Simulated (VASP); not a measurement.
# Si (P6_3/mmc) in VASP: dielectric tensor with PBE

Aim: the dielectric tensor of Si with PBE.

All numbers are computed with VASP 6.6.1; they aren't measurements. Logs are shortened: lines on timing, memory, paths and dates and some standing lists are left out, and cuts for length are marked.

## Step 1: The cell of the first run

The structure is hexagonal, space group P6_3/mmc (No. 194). The conventional cell has a = 3.840 Å, b = 3.840 Å, c = 12.624 Å, α = 90.00°, β = 90.00°, γ = 120.00°. Si (site symmetry 3m) has 4 Si at 2.35 Å within 3.1 Å. Within 3.1 Å of Si (site symmetry 3m) lie 4 Si at 2.35 to 2.38 Å.

This isn't the form of Si at room conditions, which is diamond.

## Step 2: Dielectric tensor, PBE

INCAR

```
SYSTEM = Si
PREC = Accurate
ENCUT = 520
EDIFF = 1E-8
ISMEAR = 0
SIGMA = 0.01
LREAL = .FALSE.
LASPH = .TRUE.
NELM = 60
ALGO = Normal
ISIF = 2
LWAVE = .FALSE.
LCHARG = .FALSE.
GGA = PE
LEPSILON = .TRUE.
```

KPOINTS

```
Automatic mesh
0
G
  6 6 2
  0 0 0
```

POSCAR

```
Si
1.0
    3.8401748445      0.0000000000      0.0000000000
   -1.9200874223      3.3256889703      0.0000000000
    0.0000000000      0.0000000000     12.6236709107
Si
8
Direct
    0.0000000000      0.0000000000      0.0005516775
    0.3333333333      0.6666666667      0.2496687365
    0.0000000000      0.0000000000      0.5005516775
    0.6666666667      0.3333333333      0.7496687365
    0.0000000000      0.0000000000      0.1869483225
    0.3333333333      0.6666666667      0.4378312635
    0.0000000000      0.0000000000      0.6869483225
    0.6666666667      0.3333333333      0.9378312635
```

Potentials or basis: VASP PAW PBE potentials, release 64 (Si).

The run is started by

```
$ cat potpaw_PBE.64/Si/POTCAR > POTCAR
$ mpirun -np 1 vasp_std > vasp.out
```

OUTCAR:

```text
SYSTEM = Si
   PREC = Accurate
   ENCUT = 520
   EDIFF = 1E-8
   ISMEAR = 0
   LREAL = .FALSE.
   LASPH = .TRUE.
   NELM = 60
   ISIF = 2
   GGA = PE
   LEPSILON = .TRUE.

 ion  position               nearest neighbor table
   1  0.000  0.000  0.001-   5 2.35   8 2.35   8 2.35   8 2.35
   2  0.333  0.667  0.250-   5 2.35   5 2.35   5 2.35   6 2.38
   3  0.000  0.000  0.501-   7 2.35   6 2.35   6 2.35   6 2.35
   4  0.667  0.333  0.750-   7 2.35   7 2.35   7 2.35   8 2.38
   5  0.000  0.000  0.187-   1 2.35   2 2.35   2 2.35   2 2.35
   6  0.333  0.667  0.438-   3 2.35   3 2.35   3 2.35   2 2.38
   7  0.000  0.000  0.687-   3 2.35   4 2.35   4 2.35   4 2.35
   8  0.667  0.333  0.938-   1 2.35   1 2.35   1 2.35   4 2.38

  LATTYP: Found a hexagonal cell.
 ALAT       =     3.8401748445
 C/A-ratio  =     3.2872646225

  Lattice vectors:

 A1 = (   3.8401748445,   0.0000000000,   0.0000000000)
 A2 = (  -1.9200874223,   3.3256889703,   0.0000000000)
 A3 = (   0.0000000000,   0.0000000000,  12.6236709107)

Analysis of symmetry for initial positions (statically):
=====================================================================
 Subroutine PRICEL returns:
 Original cell was already a primitive cell.

 Routine SETGRP: Setting up the symmetry group for a
 hexagonal supercell.

 Subroutine GETGRP returns: Found 24 space group operations
 (whereof  6 operations were pure point group operations)
 out of a pool of 24 trial point group operations.

The static configuration has the point symmetry C_3v.
 The point group associated with its full space group is D_6h.

Analysis of symmetry for dynamics (positions and initial velocities):
=====================================================================
 Subroutine PRICEL returns:
 Original cell was already a primitive cell.

 Routine SETGRP: Setting up the symmetry group for a
 hexagonal supercell.

 Subroutine GETGRP returns: Found 24 space group operations
 (whereof  6 operations were pure point group operations)
 out of a pool of 24 trial point group operations.

The dynamic configuration has the point symmetry C_3v.
 The point group associated with its full space group is D_6h.

 Subroutine INISYM returns: Found 24 space group operations
 (whereof  6 operations are pure point group operations),
 and found     1 'primitive' translations

----------------------------------------------------------------------------------------

                                     Primitive cell

  volume of cell :     161.2198

  direct lattice vectors                    reciprocal lattice vectors
     3.840174844  0.000000000  0.000000000     0.260404810  0.150344787  0.000000000
    -1.920087422  3.325688970  0.000000000     0.000000000  0.300689574  0.000000000
     0.000000000  0.000000000 12.623670911     0.000000000  0.000000000  0.079216260

  length of vectors
     3.840174844  3.840174845 12.623670911     0.300689574  0.300689574  0.079216260

  position of ions in fractional coordinates (direct lattice)
     0.000000000  0.000000000  0.000551677
     0.333333333  0.666666667  0.249668736
     0.000000000  0.000000000  0.500551677
     0.666666667  0.333333333  0.749668736
     0.000000000  0.000000000  0.186948323
     0.333333333  0.666666667  0.437831264
     0.000000000  0.000000000  0.686948323
     0.666666667  0.333333333  0.937831264

  ion indices of the primitive-cell ions
   primitive index   ion index
                 1           1
                 2           2
                 3           3
                 4           4
                 5           5
                 6           6
                 7           7
                 8           8

----------------------------------------------------------------------------------------
[... 106 lines left out ...]
 fundamental gap:      0.5769290925
 Fermi energy:         5.9407322336

 k-point     1 :       0.0000    0.0000    0.0000
  band No.  band energies     occupation
      1      -6.1589      2.00000
      2      -5.3766      2.00000
      3      -5.3601      2.00000
      4      -3.8642      2.00000
      5      -1.1807      2.00000
      6       1.8007      2.00000
[... 325 lines left out ...]
     20       9.0026      0.00000
     21      10.3725      0.00000

  FORCE on cell =-STRESS in cart. coord.  units (eV):
  Direction    XX          YY          ZZ          XY          YZ          ZX
  --------------------------------------------------------------------------------------
  -------------------------------------------------------------------------------------
  Total        1.3644040      1.3644040      1.0193194     -0.0000000     -0.0000000      0.0000000
  in kB       13.5592374     13.5592374     10.1298397     -0.0000000     -0.0000000      0.0000000
  external PRESSURE =      12.4161049 kB  Pullay stress =       0.0000000 kB

 VOLUME and BASIS-vectors are now :
 -----------------------------------------------------------------------------
  energy-cutoff  :      520.00
  volume of cell :      161.22
      direct lattice vectors                 reciprocal lattice vectors
     3.840174844  0.000000000  0.000000000     0.260404810  0.150344787  0.000000000
    -1.920087422  3.325688970  0.000000000     0.000000000  0.300689574  0.000000000
     0.000000000  0.000000000 12.623670911     0.000000000  0.000000000  0.079216260

 POSITION                                       TOTAL-FORCE (eV/Angst)
 -----------------------------------------------------------------------------------
      0.00000      0.00000      0.00696        -0.000000     -0.000000     -0.014623
     -0.00000      2.21713      3.15174         0.000000     -0.000000     -0.003832
      0.00000      0.00000      6.31880        -0.000000      0.000000     -0.014623
      1.92009      1.10856      9.46357        -0.000000      0.000000     -0.003832
      0.00000      0.00000      2.35997        -0.000000      0.000000      0.014623
     -0.00000      2.21713      5.52704         0.000000     -0.000000      0.003832
      0.00000      0.00000      8.67181         0.000000     -0.000000      0.014623
      1.92009      1.10856     11.83887        -0.000000      0.000000      0.003832
 -----------------------------------------------------------------------------------
    total drift:                               -0.000000      0.000000     -0.000000

  FREE ENERGIE OF THE ION-ELECTRON SYSTEM (eV)
  ---------------------------------------------------
  free  energy   TOTEN  =       -43.3123623674 eV

  energy  without entropy=      -43.3123623674  energy(sigma->0) =      -43.31236237

 HEAD OF MICROSCOPIC STATIC DIELECTRIC TENSOR (INDEPENDENT PARTICLE, excluding Hartree and local field effects)
 ------------------------------------------------------
          16.195317    -0.000000     0.000000
          -0.000000    16.195317     0.000000
          -0.000000     0.000000    14.137477
 ------------------------------------------------------

 Free energy of the ion-electron system (eV)
  ---------------------------------------------------
  ---------------------------------------------------
  free energy    TOTEN  =        -6.90040592 eV

  energy without entropy =       -6.90040592

------------------------ aborting loop because EDIFF is reached ----------------------------------------

--------------------------------------- Ionic step        2  -------------------------------------------

------------------------ aborting loop because EDIFF is reached ----------------------------------------

--------------------------------------- Ionic step        3  -------------------------------------------

 Free energy of the ion-electron system (eV)
  ---------------------------------------------------
  ---------------------------------------------------
  free energy    TOTEN  =        -5.95750341 eV

  energy without entropy =       -5.95750341

------------------------ aborting loop because EDIFF is reached ----------------------------------------

 PIEZOELECTRIC TENSOR FIELD DIRECTION 3  (e Angst)
 -----------------------------------------------------------------------------
     0.00005 -0.00000  0.00000           ( -0.00000  0.00000  0.00000)
    -0.00000  0.00005 -0.00000           (  0.00000 -0.00000  0.00000)
     0.00000 -0.00000 -0.00006           (  0.00000  0.00000 -0.00000)

 PIEZOELECTRIC TENSOR FIELD DIRECTION 3  (C/m^2)
 -----------------------------------------------------------------------------
     0.00000 -0.00000  0.00000
    -0.00000  0.00000 -0.00000
     0.00000 -0.00000 -0.00001

 MACROSCOPIC STATIC DIELECTRIC TENSOR (including local field effects in DFT)
 ------------------------------------------------------
          15.518445    -0.000000     0.000000
          -0.000000    15.518445     0.000000
           0.000000     0.000000    13.515817
 ------------------------------------------------------

 PIEZOELECTRIC TENSOR (including local field effects)  for field in x, y, z        (e  Angst)
          XX          YY          ZZ          XY          YZ          ZX
  --------------------------------------------------------------------------------
  x     0.00000     0.00000     0.00000     0.00000     0.00000     0.00000
  y    -0.00000     0.00000    -0.00000     0.00000     0.00000     0.00000
  z     0.00000     0.00000     0.00000     0.00000     0.00000     0.00000

 PIEZOELECTRIC TENSOR (including local field effects)  for field in x, y, z        (C/m^2)
          XX          YY          ZZ          XY          YZ          ZX
  --------------------------------------------------------------------------------
  x     0.00000     0.00000     0.00000     0.00000     0.00000     0.00000
  y    -0.00000     0.00000    -0.00000     0.00000     0.00000     0.00000
  z     0.00000     0.00000     0.00000     0.00000     0.00000     0.00000

 BORN EFFECTIVE CHARGES (including local field effects) (in |e|, cummulative output)
 ---------------------------------------------------------------------------------
 ion    1
    1     0.02678    -0.00000     0.00000
    2    -0.00000     0.02678     0.00000
    3    -0.00000    -0.00000    -0.00155
 ion    2
    1    -0.02678     0.00000     0.00000
    2     0.00000    -0.02678     0.00000
    3     0.00000     0.00000     0.00155
 ion    3
    1     0.02678    -0.00000    -0.00000
    2    -0.00000     0.02678    -0.00000
    3     0.00000     0.00000    -0.00155
 ion    4
    1    -0.02678     0.00000     0.00000
    2     0.00000    -0.02678     0.00000
    3    -0.00000     0.00000     0.00155
 ion    5
    1     0.02678    -0.00000     0.00000
    2    -0.00000     0.02678     0.00000
    3     0.00000    -0.00000    -0.00155
 ion    6
    1    -0.02678     0.00000     0.00000
    2     0.00000    -0.02678     0.00000
    3     0.00000    -0.00000     0.00155
 ion    7
    1     0.02678    -0.00000     0.00000
    2    -0.00000     0.02678    -0.00000
    3     0.00000    -0.00000    -0.00155
 ion    8
    1    -0.02678     0.00000     0.00000
    2     0.00000    -0.02678    -0.00000
    3    -0.00000     0.00000     0.00155
```

Run time: 16 min. Hardware: 1 thread of Oxide Virtual Turin-like, shared host; peak memory 0.39 GiB.

Results:

```
Band gap on the k mesh                  : 0.58 eV (least direct gap 1.28 eV)
Electronic dielectric tensor (diagonal) : 15.52, 15.52, 13.52
Born charges (mean of the diagonal)     : Si +0.02, -0.02 (each value once) e
```

Electronic dielectric tensor:
```
15.52  0.00  0.00
 0.00 15.52  0.00
 0.00  0.00 13.52
```

Born effective charge tensors (e):
atom 1, Si
```
0.03 0.00 0.00
0.00 0.03 0.00
0.00 0.00 0.00
```
atom 2, Si
```
-0.03  0.00  0.00
 0.00 -0.03  0.00
 0.00  0.00  0.00
```
atom 3, Si
```
0.03 0.00 0.00
0.00 0.03 0.00
0.00 0.00 0.00
```
atom 4, Si
```
-0.03  0.00  0.00
 0.00 -0.03  0.00
 0.00  0.00  0.00
```
atom 5, Si
```
0.03 0.00 0.00
0.00 0.03 0.00
0.00 0.00 0.00
```
atom 6, Si
```
-0.03  0.00  0.00
 0.00 -0.03  0.00
 0.00  0.00  0.00
```
atom 7, Si
```
0.03 0.00 0.00
0.00 0.03 0.00
0.00 0.00 0.00
```
atom 8, Si
```
-0.03  0.00  0.00
 0.00 -0.03  0.00
 0.00  0.00  0.00
```

Caveat: the gap is small at this level, which inflates the dielectric constant; semilocal functionals underestimate gaps, and a narrow one can read as zero.
